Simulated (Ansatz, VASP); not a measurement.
**One calculation of CdS, two programs**

Contents of POSCAR:

```
CdS
1.0
    4.1846130530      0.0000000000      0.0000000000
   -2.0923065265      3.6239812090      0.0000000000
    0.0000000000      0.0000000000      6.7341437646
Cd S
2 2
Direct
    0.3333333333      0.6666666667     -0.0020942097
    0.6666666667      0.3333333333      0.4979057903
    0.3333333333      0.6666666667      0.3770942097
    0.6666666667      0.3333333333      0.8770942097
```

Contents of INCAR.step1:

```
SYSTEM = CdS
PREC     = Accurate       ! precision mode
ENCUT    = 520            ! plane-wave cutoff, eV
ISMEAR   = 0              ! smearing method
SIGMA    = 0.01           ! smearing width, eV
LREAL    = .False.        ! projectors in reciprocal space
LASPH    = .True.         ! aspherical terms in the spheres
NELM     = 80             ! most SCF steps
NBANDS   = 26             ! bands
GGA      = PE             ! functional
ALGO     = Normal         ! electronic algorithm
EDIFF    = 1E-4           ! SCF threshold, eV
LWAVE    = .True.         ! write WAVECAR
LCHARG   = .False.        ! write CHGCAR
```

File INCAR.step2:

```
SYSTEM = CdS
PREC     = Accurate       ! precision mode
ENCUT    = 520            ! plane-wave cutoff, eV
EDIFF    = 1E-6           ! SCF threshold, eV
ISMEAR   = 0              ! smearing method
SIGMA    = 0.01           ! smearing width, eV
LREAL    = .False.        ! projectors in reciprocal space
LASPH    = .True.         ! aspherical terms in the spheres
NELM     = 80             ! most SCF steps
ALGO     = Normal         ! electronic algorithm
ISIF     = 2              ! what is computed and relaxed
LWAVE    = .False.        ! write WAVECAR
LCHARG   = .False.        ! write CHGCAR
METAGGA  = R2SCAN         ! meta-GGA
LMIXTAU  = .True.       
NBANDS   = 26             ! bands
ISTART   = 1
```

File KPOINTS:

```
regular mesh
0
Gamma
  6 6 4
  0 0 0
```

Input for Ansatz:

```yaml
crystal:
  lattice:
    - [4.18461305305, 0.0, 0.0]
    - [-2.09230652653, 3.62398120895, 0.0]
    - [0.0, 0.0, 6.73414376465]
  atoms:
    - { symbol: Cd, position: [0.333333333333, 0.666666666667, -0.002094209667] }
    - { symbol: Cd, position: [0.666666666667, 0.333333333333, 0.497905790333] }
    - { symbol: S, position: [0.333333333333, 0.666666666667, 0.377094209667] }
    - { symbol: S, position: [0.666666666667, 0.333333333333, 0.877094209667] }
kpoints:
  mp_grid: { grid: [6, 6, 4] }
scf:
  occupations: { method: fixed }
  convergence: { dr2_threshold: 1.0e-10 }
hamiltonian:
  xc: r2scan
  pseudopotentials: { kind: paw }
output:
  forces: true
  stress: true
  eigenstates:
    kpoints:
      - [0.0, 0.0, 0.0]
      - [0.0, 0.0, -0.5]
      - [-0.5, 0.0, 0.0]
      - [-0.5, 0.5, 0.0]
      - [0.0, -0.5, 0.0]
      - [-0.5, 0.0, -0.5]
      - [-0.5, 0.5, -0.5]
      - [0.0, -0.5, -0.5]
  eigenvalues: true
```

Change from the starting cell: film at in-plane strain +0.005.

Alike in both runs: task single point; functional r2SCAN; k mesh 6 × 6 × 4; no spin polarisation.

|  | VASP | Ansatz |
| --- | --- | --- |
| version | VASP 6.6.1 | Ansatz 0.2.0 |
| potentials or method | VASP PAW PBE potentials, release 64 (Cd, S) | PAW with Ansatz's default frozen-core files, scalar-relativistic |
| plane-wave cutoff (eV) | 520 | 500 |
| occupations | gaussian, width 0.01 eV | fixed |
| valence electrons in the cell | 36 | 52 |

|  | VASP | Ansatz | Ansatz less VASP |
| --- | --- | --- | --- |
| gap on the k mesh at the Fermi level (eV) | 1.63 | 1.64 | +0.006 |
| pressure (GPa) | 0.0 | -0.3 | -0.31 |
| traceless stress, the component that is largest in VASP (GPa) | 0.30 | 0.30 | -0.008 |

VASP's potentials were made for PBE, not for r2SCAN. VASP's potentials hold 36 valence electrons a cell and Ansatz's 52, so a difference there can come from the potentials and not from the codes.
